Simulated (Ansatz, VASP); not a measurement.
## One calculation of CrO2, two programs

```
CELL_PARAMETERS angstrom
4.44481 0.00000 0.00000
0.00000 4.44611 0.00000
0.00000 0.00000 2.92044
ATOMIC_POSITIONS crystal
Cr 0.50000 0.50000 0.50000
Cr 0.00000 0.00000 0.00000
O 0.80352 0.19631 0.50000
O 0.19648 0.80369 0.50000
O 0.69648 0.69631 0.00000
O 0.30352 0.30369 0.00000
```

Alike in both runs: functional PBE; k mesh 4 × 4 × 6; occupations gaussian, width 0.1 eV; collinear spin.

Ansatz relaxed the structure, and its values are those at the end. VASP's run is a single point on that final structure, the one shown.

```csv
,VASP,Ansatz
version,VASP 6.6.1,Ansatz 0.2.0
potentials or method,"VASP PAW PBE potentials, release 64 (Cr_pv, O), cutoff 520 eV","scalar-relativistic, plane waves, PAW"
valence electrons in the cell,48,52
```

VASP gave:

| Property | Result |
| --- | --- |
| gap on the k mesh at the Fermi level (eV) | none |
| pressure (GPa) | 0.6 |
| rms of the force components (eV/Å) | 0.010 |
| net moment per atom (μB) | 0.67 |
| size of the moment on the site where the two differ most (μB) | 2.10 |

**Question.** Estimate Ansatz's values.

**Answer.** gap on the k mesh at the Fermi level (eV): none; pressure (GPa): 0.0; rms of the force components (eV/Å): 0.000; net moment per atom (μB): 0.67; size of the moment on the site where the two differ most (μB): 1.75.

Site moments also hang on the region over which each program counts them. A gap of «none» marks a metal or a gap that the smearing closes. With one functional, cell and mesh, what is left measures potentials, basis and numerics. VASP's potentials hold 48 valence electrons a cell and Ansatz's 52, so a difference there can come from the potentials and not from the codes.
